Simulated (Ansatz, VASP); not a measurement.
One calculation of In, two programs

```
In
1.0
    -1.64822    1.69734    2.52498
     1.69734   -1.64822    2.52498
     1.60436    1.60436   -2.49270
In
1
Cartesian
  0.0000 0.0000 0.0000
```

Alike in both runs: task single point; functional PBE; k mesh 3 × 3 × 4; occupations fermi-dirac, width 0.1 eV; no spin polarisation.

```csv
,VASP,Ansatz
version,VASP 6.6.1,Ansatz 0.2.0
potentials or method,"VASP PAW PBE potentials, release 64 (In_d), cutoff 520 eV","plane waves (420 eV) with PAW, scalar-relativistic"
valence electrons in the cell,13,13
```

|  | VASP | Ansatz | Ansatz less VASP |
| --- | --- | --- | --- |
| pressure (GPa) | 0.6 | 0.6 | +0.04 |
| traceless stress, the component that is largest in VASP (GPa) | 3.41 | 3.42 | +0.011 |

The k mesh is coarse, so the values compare programs but aren't converged.
